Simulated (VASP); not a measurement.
Set up this calculation in VASP 6.6.1, as the native input.

- Task: single point
- Functional: PBE
- Potentials or basis: VASP PAW PBE potentials, release 64 (W_sv, Se)
- Cutoff: 520 eV
- k mesh: 9 × 9 × 2
- Occupations: gaussian, width 0.05 eV
- Spin: no spin polarisation
- Dipole correction: no
- Further INCAR settings: ALGO = Normal; EDIFF = 1e-07; NBANDS = 35

The structure of WSe2 lies in POSCAR:

```
WSe2
1.0
   -3.3206937274      0.0000000000      0.0000000000
   -1.6603468637     -2.8758051261      0.0000000000
    0.0000000000      0.0000000000     18.2573262715
W Se
2 4
Direct
    0.3333333333      0.3333333333      0.2089206005
    0.6666666667      0.6666666667      0.6267618015
    0.3333333333      0.3333333333      0.5348533870
    0.6666666667      0.6666666667      0.1170121860
    0.3333333333      0.3333333333      0.7186702159
    0.6666666667      0.6666666667      0.3008290150
```

This cell differs from its parent crystal: the distance across one plane changed.

One way to write it, as run:

INCAR

```
PREC = Accurate
ENCUT = 520
EDIFF = 1E-7
ISMEAR = 0
SIGMA = 0.05
LREAL = F
LASPH = T
NELM = 100
ALGO = Normal
ISIF = 2
LWAVE = F
LCHARG = F
GGA = PE
NBANDS = 35
```

KPOINTS

```
regular mesh
0
Gamma
  9 9 2
```

Potentials or basis: VASP PAW PBE potentials, release 64 (W_sv, Se).

Command:

```sh
$ cat potpaw_PBE.64/W_sv/POTCAR potpaw_PBE.64/Se/POTCAR > POTCAR
$ mpirun -np 1 vasp_std > vasp.out
```

It gave:

| Item | Value |
| --- | --- |
| Pressure | 0.2 GPa |
| Largest force | 0.049 eV/Å |
| Band gap on the k mesh | 1.53 eV |

Caveat: the cell differs from its parent crystal (the distance across one plane changed); spin-orbit coupling is left out, which moves the levels of the heavy elements.

Wall time 2.6 min on 1 thread of AMD EPYC 7R13 Processor (Zen 3) (shared host), peak memory 0.35 GiB.
